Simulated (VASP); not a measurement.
A run of VASP 6.6.1:

The input INCAR:

```
PREC     = Accurate       # precision mode
ENCUT    = 600            # plane-wave cutoff, eV
EDIFF    = 1E-6           # SCF threshold, eV
ISMEAR   = 0              # smearing method
SIGMA    = 0.1            # smearing width, eV
LREAL    = False          # projectors in reciprocal space
LASPH    = True           # aspherical terms in the spheres
NELM     = 60             # most SCF steps
ALGO     = Normal         # electronic algorithm
ISIF     = 3              # what is computed and relaxed
LWAVE    = False          # write WAVECAR
LCHARG   = False          # write CHGCAR
GGA      = PE             # functional
IBRION   = 2              # ionic algorithm
NSW      = 100            # ionic steps
EDIFFG   = -0.01          # ionic threshold
```

Contents of KPOINTS:

```
regular mesh
0
Gamma
  6 6 10
```

POSCAR

```
SnSe5
1.0
    7.2445504131      0.0000000000      0.0000000000
   -3.6222752065      6.2739646967      0.0000000000
    0.0000000000      0.0000000000      3.5274896663
Sn Se
1 5
Direct
    0.0000000000      0.0000000000      0.0000000000
    0.3333333333      0.6666666667      0.0000000000
    0.6666666667      0.3333333333      0.0000000000
    0.5000000000      0.0000000000      0.5000000000
    0.5000000000      0.5000000000      0.5000000000
    0.0000000000      0.5000000000      0.5000000000
```

Potentials or basis: VASP PAW PBE potentials, release 64 (Sn_d, Se).

Launch:

```console
$ cat potpaw_PBE.64/Sn_d/POTCAR potpaw_PBE.64/Se/POTCAR > POTCAR
$ mpirun -np 1 vasp_std > vasp.out
```

Hardware: 1 thread of AMD EPYC 9R45 96-Core Processor (Zen 5), on a shared host.

Problem. Estimate the wall time of this run.

Solution. Run time: 5.5 min on 1 thread of AMD EPYC 9R45 96-Core Processor (Zen 5) (shared host), peak memory 0.42 GiB. Counts: scf iterations 31, k points 42, ion steps 4.
